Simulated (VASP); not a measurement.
Set up this calculation in VASP 6.6.1, as the native input.

```yaml
Task: single point
Functional: PBE
Potentials_or_basis: VASP PAW PBE potentials, release 64 (Al, Nb_sv, C_h)
Cutoff: 1300 eV
k_mesh: 6 × 6 × 4
Occupations: gaussian, width 0.1 eV
Spin: no spin polarisation
Dipole_correction: no
Further_INCAR_settings: ALGO = Normal; EDIFF = 1e-06; NBANDS = 22
```

The structure of NbAl2C2 lies in POSCAR:

```
NbAl2C2
1.0
    4.3970004080      0.0000000000      0.0000000000
   -2.1985002040      3.8079140538      0.0000000000
    0.0000000000      0.0000000000      5.4003181576
Al Nb C
2 1 2
Direct
    0.3333333333      0.6666666667      0.0000000000
    0.6666666667      0.3333333333      0.0000000000
    0.0000000000      0.0000000000      0.5000000000
    0.0000000000      0.0000000000      0.8742439466
    0.0000000000      0.0000000000      0.1257560534
```

The cell was generated, and may not be a known phase.

These files were run (other wordings do the same):

INCAR

```
SYSTEM = NbAl2C2
PREC = Accurate ; ENCUT = 1300
EDIFF = 1E-6 ; ISMEAR = 0
SIGMA = 0.1 ; LREAL = .False.
LASPH = .True. ; NELM = 120
ALGO = Normal ; ISIF = 2
LWAVE = .False. ; LCHARG = .False.
GGA = PE ; NBANDS = 22
GGA_COMPAT = .False.
```

KPOINTS

```
regular mesh
0
Gamma
  6 6 4
  0 0 0
```

Potentials or basis: VASP PAW PBE potentials, release 64 (Al, Nb_sv, C_h).

Run with:

```console
$ cat potpaw_PBE.64/Al/POTCAR potpaw_PBE.64/Nb_sv/POTCAR potpaw_PBE.64/C_h/POTCAR > POTCAR
$ mpirun -np 1 vasp_std > vasp.out
```

It gave:

The pressure is -0.2 GPa and the largest force is 0.006 eV/Å. The band gap on the k mesh is zero (an odd number of electrons rules out a gap without spin polarisation).

Wall time 2.1 min on 1 thread of Intel(R) Xeon(R) 6975P-C (Granite Rapids), with other jobs on the host, peak memory 0.54 GiB.
